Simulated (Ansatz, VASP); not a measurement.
**Two plane-wave programs on AlRu**

File POSCAR:

```
AlRu
1.0
    2.9715215427      0.0000000000      0.0000000000
    0.0000000000      2.9715215427      0.0000000000
    0.0000000000      0.0000000000      2.9715215427
Ru Al
1 1
Direct
    0.5000000000      0.5000000000      0.5000000000
    0.0000000000      0.0000000000      0.0000000000
```

The input INCAR.step1:

```
PREC = Accurate
ENCUT = 520
EDIFF = 1E-5
ISMEAR = -1
SIGMA = 0.05
LREAL = False
LASPH = True
NELM = 60
ALGO = Normal
ISIF = 2
LWAVE = True
NBANDS = 16
GGA = PE
```

Contents of INCAR.step2:

```
PREC = Accurate
ENCUT = 520
EDIFF = 1E-7
ISMEAR = -1
SIGMA = 0.05
LREAL = False
LASPH = True
NELM = 60
ALGO = Normal
ISIF = 2
LWAVE = False
LCHARG = True
GGA = PE
LHFCALC = True
AEXX = 0.25
PRECFOCK = Normal
LELF = True
LVHAR = True
NBANDS = 16
ISTART = 1
```

The input KPOINTS:

```
Automatic mesh
0
Gamma
  4 4 4
```

Contents of input.yaml:

```yaml
crystal:
  lattice:
    - [2.9715215427, 0.0, 0.0]
    - [0.0, 2.9715215427, 0.0]
    - [0.0, 0.0, 2.9715215427]
  atoms:
    - { symbol: Ru, position: [0.5, 0.5, 0.5] }
    - { symbol: Al, position: [0.0, 0.0, 0.0] }
hamiltonian:
  xc: pbe0
  pseudopotentials: { kind: paw }
kpoints:
  mp_grid: { grid: [4, 4, 4] }
scf:
  occupations: { method: fermi_dirac, width: 0.05 }
output:
  forces: true
  stress: true
  eigenvalues: true
```

Alike in both runs: task single point; functional PBE0; k mesh 4 × 4 × 4; occupations fermi-dirac, width 0.05 eV; no spin polarisation.

```csv
,VASP,Ansatz
version,VASP 6.6.1,Ansatz 0.2.0
potentials or method,"VASP PAW PBE potentials, release 64 (Ru_pv, Al)",Ansatz PAW
plane-wave cutoff (eV),520,420
valence electrons in the cell,17,19
```

|  | VASP | Ansatz | Ansatz less VASP |
| --- | --- | --- | --- |
| gap on the k mesh at the Fermi level (eV) | none | none | - |
| pressure (GPa) | -2.9 | -2.9 | +0.03 |

A gap of «none» marks a metal or a gap that the smearing closes. With one functional, cell and mesh, what is left measures potentials, basis and numerics. VASP's potentials hold 17 valence electrons a cell and Ansatz's 19, so a difference there can come from the potentials and not from the codes.

The k mesh is coarse, so the values compare programs but aren't converged.
